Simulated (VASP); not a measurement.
# Li3H in VASP: notebook

Runs on Li3H. Level: PBE. Tasks: single point.

Program: VASP 6.6.1. These are calculated values, not measurements. Logs are shortened: lines on timing, memory, paths and dates and some standing lists are left out, and cuts for length are marked.

**1. The cell of the first run**

The typed cell holds 8 atoms: a = 4.107 Å, b = 3.017 Å, c = 9.481 Å, α = 90.02°, β = 89.98°, γ = 90.00°.

**2. Single point, PBE**

Input file INCAR:

```
SYSTEM = Li3H
PREC = Accurate ; ENCUT = 520
EDIFF = 1E-7 ; ISMEAR = 0
SIGMA = 0.1 ; LREAL = .False.
LASPH = .True. ; NELM = 80
ALGO = Fast ; ISIF = 2
LWAVE = .False. ; LCHARG = .True.
GGA = PE ; LELF = .True.
LVHAR = .True. ; NBANDS = 20
```

Input file KPOINTS:

```
regular mesh
0
Gamma
  6 6 4
  0 0 0
```

Input file POSCAR:

```
Li3H
1.0
    4.1073374686     -0.0102319000      0.0029520771
    0.0075388013      3.0170429904     -0.0019104463
   -0.0039198456      0.0022948485      9.4812785215
Li H
6 2
Direct
    0.0335933792      0.5626425962      0.1249581396
    0.1176736142      0.5627721751      0.7672908502
    0.6050122048      0.0624097453      0.2973178332
    0.6167689245      0.0623579324      0.6250269609
    0.6049694078      0.0627610787     -0.0473201727
    0.1177291642      0.5619527711      0.4827269345
    0.1146136091      0.0624530724      0.6250261057
   -0.2103603038      0.0626506288      1.1249733486
```

Potentials or basis: VASP PAW PBE potentials, release 64 (Li_sv, H).

Run with:

```bash
cat potpaw_PBE.64/Li_sv/POTCAR potpaw_PBE.64/H/POTCAR > POTCAR
mpirun -np 1 vasp_std > vasp.out
```

OUTCAR:

```text
SYSTEM = Li3H
   PREC = Accurate
   ENCUT = 520
   EDIFF = 1E-7
   ISMEAR = 0
   LREAL = .False.
   LASPH = .True.
   NELM = 80
   ISIF = 2
   GGA = PE

 ion  position               nearest neighbor table
   1  0.034  0.563  0.125-
   2  0.118  0.563  0.767-
   3  0.605  0.062  0.297-
   4  0.617  0.062  0.625-
   5  0.605  0.063  0.953-
   6  0.118  0.562  0.483-
   7  0.115  0.062  0.625-
   8  0.790  0.063  0.125-

  LATTYP: Found a triclinic cell.
 ALAT       =     4.1073512739
 B/A-ratio  =     1.2407955306
 C/A-ratio  =     2.3083683321
 COS(alpha) =     0.0000133792
 COS(beta)  =     0.0003046985
 COS(gamma) =     0.8059387964

  Lattice vectors:

 A1 = (   4.1073374686,  -0.0102319000,   0.0029520771)
 A2 = (   4.1148762699,   3.0068110904,   0.0010416308)
 A3 = (  -0.0039198456,   0.0022948485,   9.4812785215)

Analysis of symmetry for initial positions (statically):
=====================================================================
 Subroutine PRICEL returns:
 Original cell was already a primitive cell.

 Routine SETGRP: Setting up the symmetry group for a
 triclinic supercell.

 Subroutine GETGRP returns: Found  1 space group operations
 (whereof  1 operations were pure point group operations)
 out of a pool of  2 trial point group operations.

The static configuration has the point symmetry C_1 .

Analysis of symmetry for dynamics (positions and initial velocities):
=====================================================================
 Subroutine PRICEL returns:
 Original cell was already a primitive cell.

 Routine SETGRP: Setting up the symmetry group for a
 triclinic supercell.

 Subroutine GETGRP returns: Found  1 space group operations
 (whereof  1 operations were pure point group operations)
 out of a pool of  2 trial point group operations.

The dynamic configuration has the point symmetry C_1 .

 Subroutine INISYM returns: Found  1 space group operations
 (whereof  1 operations are pure point group operations),
 and found     1 'primitive' translations

----------------------------------------------------------------------------------------

                                     Primitive cell

  volume of cell :     117.4929

  direct lattice vectors                    reciprocal lattice vectors
     4.107337469 -0.010231900  0.002952077     0.243465137 -0.000608292  0.000100803
     0.007538801  3.017042990 -0.001910446     0.000825737  0.331448251 -0.000079882
    -0.003919846  0.002294849  9.481278522    -0.000075639  0.000066975  0.105470960

  length of vectors
     4.107351274  3.017053014  9.481279610     0.243465918  0.331449289  0.105471009

  position of ions in fractional coordinates (direct lattice)
     0.033593379  0.562642596  0.124958140
     0.117673614  0.562772175  0.767290850
     0.605012205  0.062409745  0.297317833
     0.616768925  0.062357932  0.625026961
     0.604969408  0.062761079  0.952679827
     0.117729164  0.561952771  0.482726935
     0.114613609  0.062453072  0.625026106
     0.789639696  0.062650629  0.124973349

  ion indices of the primitive-cell ions
   primitive index   ion index
                 1           1
                 2           2
                 3           3
                 4           4
                 5           5
                 6           6
                 7           7
                 8           8

----------------------------------------------------------------------------------------

 KPOINTS: regular mesh

Automatic generation of k-mesh.
 Grid dimensions read from file:
 generate k-points for:    6    6    4

 Generating k-lattice:

  Cartesian coordinates                     Fractional coordinates (reciprocal lattice)
     0.040577523 -0.000101382  0.000016801     0.166666667 -0.000000000  0.000000000
     0.000137623  0.055241375 -0.000013314     0.000000000  0.166666667 -0.000000000
    -0.000018910  0.000016744  0.026367740     0.000000000 -0.000000000  0.250000000

  Length of vectors
     0.040577653  0.055241548  0.026367752

  Shift w.r.t. Gamma in fractional coordinates (k-lattice)
     0.000000000  0.000000000  0.000000000

 Subroutine IBZKPT returns following result:
 ===========================================

 Found     76 irreducible k-points:

 Following reciprocal coordinates:
            Coordinates               Weight
  0.000000  0.000000  0.000000      1.000000
  0.166667  0.000000  0.000000      2.000000
  0.333333  0.000000  0.000000      2.000000
  0.500000  0.000000 -0.000000      1.000000
  0.000000  0.166667  0.000000      2.000000
  0.166667  0.166667  0.000000      2.000000
[... 16 lines left out ...]
  0.333333  0.000000  0.250000      2.000000
  0.500000  0.000000  0.250000      2.000000
 [... further k-points ...]
   k-points           NKPTS =     76   k-points in BZ     NKDIM =     76   number of bands    NBANDS=     20
   number of dos      NEDOS =    301   number of ions     NIONS =      8
   total plane-waves  NPLWV =  55296
   dimension x,y,z NGX =    32 NGY =   24 NGZ =   72
   dimension x,y,z NGXF=    64 NGYF=   48 NGZF=  144
   ions per type =               6   2
   NGX,Y,Z   is equivalent  to a cutoff of  12.95, 13.22, 12.62 a.u.
   NGXF,Y,Z  is equivalent  to a cutoff of  25.90, 26.45, 25.25 a.u.
 SYSTEM =  Li3H
   PREC   = accura    normal or accurate (medium, high low for compatibility)
   ISTART =      0    job   : 0-new  1-cont  2-samecut
   ICHARG =      2    charge: 1-file 2-atom 10-const
   ISPIN  =      1    spin polarized calculation?
   LNONCOLLINEAR =      F non collinear calculations
   LSORBIT =      F    spin-orbit coupling
   LASPH  =      T    aspherical Exc in radial PAW
   ENCUT  =  520.0 eV  38.22 Ry    6.18 a.u.   7.64  5.61 17.63*2*pi/ulx,y,z
   NELM   =     80;   NELMIN=  2; NELMDL= -5     # of ELM steps
   EDIFF  = 0.1E-06   stopping-criterion for ELM
   LREAL  =      F    real-space projection
   EDIFFG = 0.1E-05   stopping-criterion for IOM
   NSW    =      0    number of steps for IOM
   IBRION =     -1    ionic relax: 0-MD 1-quasi-New 2-CG
   NFREE  =      0    steps in history (QN), initial steepest desc. (CG)
   ISIF   =      2    stress and relaxation
   ISYM   =      2    0-nonsym 1-usesym 2-fastsym
   POTIM  = 0.5000    time-step for ionic-motion
   TEBEG  =    0.0;   TEEND  =   0.0 temperature during run
   PSTRESS=    0.0 pullay stress
   NELECT =      20.0000    total number of electrons
   NUPDOWN=      -1.0000    fix difference up-down
   EMIN   =  10.00;   EMAX   =-10.00  energy-range for DOS
   EFERMI =   0.00;   METHOD = LEGACY
   ISMEAR =     0;   SIGMA  =   0.10  broadening in eV -4-tet -1-fermi 0-gaus
   EFERMI_NEDOS =   21; number of points for ismear=-14 and -15
   IALGO  =     68    algorithm
   IMIX   =      4    mixing-type and parameters
     AMIX     =   0.40;   BMIX     =  1.00
     AMIX_MAG =   1.60;   BMIX_MAG =  1.00
  volume/ion in A,a.u.               =      14.69        99.11
  Fermi-wavevector in a.u.,A,eV,Ry     =   0.907293  1.714535 11.200054  0.823181
  Thomas-Fermi vector in A             =   2.031083
   LORBIT       =      0    0 simple, 1 ext, 2 COOP (PROOUT), +10 PAW based schemes
   GGA     = PE    functional components
   LHFCALC =     F    Hartree Fock is set to
   AEXX    =    0.0000 exact exchange contribution
   IVDW    =     0    specifies the selected vdW correction
   LEPSILON=     F    determine dielectric tensor
   LRPA    =     F    only Hartree local field effects (RPA)
 non-spin polarized calculation
 RMM-DIIS sequential band-by-band and
 Gauss-broadening in eV      SIGMA  =   0.10
  energy-cutoff  :      520.00
  volume of cell :      117.49
 maximum number of plane-waves:      3191
 NGX is ok and might be reduce to    32
   NGX = 15   NGY = 11   NGZ = 35

 number of electron      20.0000024 magnetization

 Free energy of the ion-electron system (eV)
  ---------------------------------------------------
  ext. energy  EPLUGINS =         0.00000000
  ---------------------------------------------------
  free energy    TOTEN  =       -19.26590502 eV

  energy without entropy =      -19.25327477  energy(sigma->0) =      -19.25958990

 E-fermi :   0.7816     XC(G=0):  -7.3428

 val. band max:        0.7455592425   @ k =  -0.3333   0.3333   0.0000
 cond. band min:       0.7909112830   @ k =   0.5000  -0.1667   0.2500
 fundamental gap:      0.0453520405
 Fermi energy:         0.7815704728

 k-point     1 :       0.0000    0.0000    0.0000
  band No.  band energies     occupation
      1     -45.5901      2.00000
      2     -45.5818      2.00000
      3     -45.5281      2.00000
      4     -45.5219      2.00000
      5     -45.4319      2.00000
      6     -45.4310      2.00000
[... 12 lines left out ...]
     19       8.4196      0.00000
     20       9.1261      0.00000

 k-point     2 :       0.1667    0.0000    0.0000
  band No.  band energies     occupation
      1     -45.5899      2.00000
      2     -45.5803      2.00000
      3     -45.5295      2.00000
      4     -45.5218      2.00000
      5     -45.4321      2.00000
      6     -45.4311      2.00000
[... 12 lines left out ...]
     19       8.5876      0.00000
     20       9.3549      0.00000
[... 465 lines left out ...]
      3     -45.5324      2.00000
      4     -45.5215      2.00000
      5     -45.4324      2.00000
      6     -45.4311      2.00000
[... 12 lines left out ...]
     19      10.0928      0.00000
     20      10.5481      0.00000

 k-point    24 :       0.5000    0.0000    0.2500
  band No.  band energies     occupation
      1     -45.5893      2.00000
      2     -45.5753      2.00000
      3     -45.5340      2.00000
      4     -45.5214      2.00000
      5     -45.4326      2.00000
      6     -45.4311      2.00000
[... 12 lines left out ...]
     19      10.3467      0.00000
     20      10.9148      0.00000

 [... further k-points ...]

------------------------ aborting loop because EDIFF is reached ----------------------------------------

  FORCE on cell =-STRESS in cart. coord.  units (eV):
  Direction    XX          YY          ZZ          XY          YZ          ZX
  --------------------------------------------------------------------------------------
  -------------------------------------------------------------------------------------
  Total       -0.0601633     -0.0760815     -0.0295867     -0.0002731      0.0021615     -0.0039722
  in kB       -0.8204090     -1.0374762     -0.4034546     -0.0037237      0.0294753     -0.0541663
  external PRESSURE =      -0.7537800 kB  Pullay stress =       0.0000000 kB

 VOLUME and BASIS-vectors are now :
 -----------------------------------------------------------------------------
  energy-cutoff  :      520.00
  volume of cell :      117.49
      direct lattice vectors                 reciprocal lattice vectors
     4.107337469 -0.010231900  0.002952077     0.243465137 -0.000608292  0.000100803
     0.007538801  3.017042990 -0.001910446     0.000825737  0.331448251 -0.000079882
    -0.003919846  0.002294849  9.481278522    -0.000075639  0.000066975  0.105470960

 POSITION                                       TOTAL-FORCE (eV/Angst)
 -----------------------------------------------------------------------------------
      0.14173      1.69746      1.18379         0.004337     -0.000109      0.000122
      0.48456      1.69846      7.27417         0.000459     -0.000518     -0.001288
      2.48429      0.18278      2.82062        -0.001561      0.000125     -0.001362
      2.53130      0.18326      5.92776        -0.000060      0.000115     -0.000111
      2.48155      0.18535      9.03429        -0.001647     -0.000311      0.001539
      0.48590      1.69534      4.57614         0.000333      0.001029      0.001329
      0.46878      0.18869      5.92627        -0.000352     -0.000236     -0.000242
      3.24330      0.18123      1.18712        -0.001509     -0.000096      0.000013
 -----------------------------------------------------------------------------------
    total drift:                                0.000042      0.000053     -0.000008

  FREE ENERGIE OF THE ION-ELECTRON SYSTEM (eV)
  ---------------------------------------------------
  free  energy   TOTEN  =       -19.2659050216 eV

  energy  without entropy=      -19.2532747685  energy(sigma->0) =      -19.25958990
```

Wall time 4.1 min (1 thread of Oxide Virtual Turin-like, shared host); peak memory 0.27 GiB.

What came out:

```yaml
Free_energy: -19.2659 eV
Largest_force: 0.004 eV/Å
Band_gap_on_the_k_mesh: zero (bands 10 and 11 overlap by 2.38 eV)
```

Forces in eV/Å, atoms in the order of the input:
```
Li   0.004  0.000  0.000
Li   0.000 -0.001 -0.001
Li  -0.002  0.000 -0.001
Li   0.000  0.000  0.000
Li  -0.002  0.000  0.002
Li   0.000  0.001  0.001
H    0.000  0.000  0.000
H   -0.002  0.000  0.000
```

Caveat: the cutoff is under 1.25 times the usual one of these potentials, so pressure, stress and relaxed cells hold a basis-set (Pulay) error.

**3. Single point, PBE**

Input file INCAR:

```
SYSTEM = Li3H
PREC = Accurate
ENCUT = 520
EDIFF = 1E-7
ISMEAR = 0
SIGMA = 0.1
LREAL = .False.
LASPH = .True.
NELM = 100
ALGO = Fast
ISIF = 2
LWAVE = .False.
LCHARG = .False.
GGA = PE
NBANDS = 20
```

Input file KPOINTS:

```
Automatic mesh
0
Gamma
  12 4 10
  0 0 0
```

Input file POSCAR:

```
Li3H
1.0
    3.0520663485      0.0000000000      0.0000000000
    0.0000000000      9.5406410718      0.0000000000
    0.0000000000      0.0000000000      4.0336240287
Li H
6 2
Direct
    0.0000000000      0.5000000000      0.0336318984
    0.0000000000      0.8590023691      0.1177634122
    0.5000000000      0.3275573175      0.6056355100
    0.5000000000      0.0000000000      0.6162412415
    0.5000000000      0.6724426825      0.6056355100
    0.0000000000      0.1409976309      0.1177634122
    0.5000000000      0.0000000000      0.1152665609
    0.5000000000      0.5000000000      0.7880497019
```

Potentials or basis: VASP PAW PBE potentials, release 64 (Li_sv, H).

Run with:

```bash
cat potpaw_PBE.64/Li_sv/POTCAR potpaw_PBE.64/H/POTCAR > POTCAR
mpirun -np 1 vasp_std > vasp.out
```

OUTCAR:

```text
SYSTEM = Li3H
   PREC = Accurate
   ENCUT = 520
   EDIFF = 1E-7
   ISMEAR = 0
   LREAL = .False.
   LASPH = .True.
   NELM = 100
   ISIF = 2
   GGA = PE

 ion  position               nearest neighbor table
   1  0.000  0.500  0.034-
   2  0.000  0.859  0.118-
   3  0.500  0.328  0.606-
   4  0.500  0.000  0.616-
   5  0.500  0.672  0.606-
[... 769 lines left out ...]
  -------------------------------------------------------------------------------------
  Total       -0.0692694     -0.0694737     -0.0745812      0.0000000      0.0000000      0.0000000
  in kB       -0.9448989     -0.9476845     -1.0173563      0.0000000      0.0000000      0.0000000
  external PRESSURE =      -0.9699799 kB  Pullay stress =       0.0000000 kB

 VOLUME and BASIS-vectors are now :
 -----------------------------------------------------------------------------
  energy-cutoff  :      520.00
  volume of cell :      117.45
      direct lattice vectors                 reciprocal lattice vectors
     3.052066348  0.000000000  0.000000000     0.327646875  0.000000000  0.000000000
     0.000000000  9.540641072  0.000000000     0.000000000  0.104814760  0.000000000
     0.000000000  0.000000000  4.033624029     0.000000000  0.000000000  0.247916016

 POSITION                                       TOTAL-FORCE (eV/Angst)
 -----------------------------------------------------------------------------------
      0.00000      4.77032      0.13566         0.000000      0.000000      0.004278
      0.00000      8.19543      0.47501         0.000000      0.000975     -0.002231
      1.52603      3.12511      2.44291         0.000000      0.001058     -0.001232
      1.52603      0.00000      2.48569         0.000000      0.000000      0.002852
      1.52603      6.41553      2.44291         0.000000     -0.001058     -0.001232
      0.00000      1.34521      0.47501         0.000000     -0.000975     -0.002231
      1.52603      0.00000      0.46494         0.000000      0.000000      0.000380
      1.52603      4.77032      3.17870         0.000000      0.000000     -0.000585
 -----------------------------------------------------------------------------------
    total drift:                                0.000000      0.000000      0.000362

  FREE ENERGIE OF THE ION-ELECTRON SYSTEM (eV)
  ---------------------------------------------------
  free  energy   TOTEN  =       -19.2555470944 eV

  energy  without entropy=      -19.2443782655  energy(sigma->0) =      -19.24996268
```

OSZICAR:

```text
N       E                     dE             d eps       ncg     rms          rms(c)
DAV:   1     0.977813540375E+02    0.97781E+02   -0.90085E+03  5040   0.101E+03
DAV:   2     0.381937962549E+01   -0.93962E+02   -0.89881E+02  5572   0.265E+02
DAV:   3    -0.189704666688E+02   -0.22790E+02   -0.22601E+02  9896   0.607E+01
[... 19 lines left out ...]
RMM:  23    -0.192555464802E+02   -0.40887E-06   -0.30932E-06  6634   0.370E-03    0.457E-04
RMM:  24    -0.192555467569E+02   -0.27672E-06   -0.20743E-06  6277   0.299E-03    0.364E-04
RMM:  25    -0.192555468833E+02   -0.12643E-06   -0.14134E-06  5902   0.257E-03    0.393E-04
RMM:  26    -0.192555470059E+02   -0.12260E-06   -0.99866E-07  5663   0.232E-03    0.368E-04
RMM:  27    -0.192555470944E+02   -0.88427E-07   -0.73448E-07  5475   0.216E-03
   1 F= -.19255547E+02 E0= -.19249963E+02  d E =-.111688E-01
```

Wall time 9.9 min (1 thread of Oxide Virtual Turin-like, shared host); peak memory 0.32 GiB.

Results:

* Free energy: -19.2555 eV
* Largest force: 0.004 eV/Å
* Band gap on the k mesh: zero (bands 10 and 11 overlap by 2.59 eV)

Forces in eV/Å, atoms in the order of the input:
```
Li   0.000  0.000  0.004
Li   0.000  0.001 -0.002
Li   0.000  0.001 -0.001
Li   0.000  0.000  0.003
Li   0.000 -0.001 -0.001
Li   0.000 -0.001 -0.002
H    0.000  0.000  0.000
H    0.000  0.000 -0.001
```

Caveat: the cutoff is under 1.25 times the usual one of these potentials, so pressure, stress and relaxed cells hold a basis-set (Pulay) error.

The gap in the log of VASP goes by the Fermi energy; the results here count the filled bands.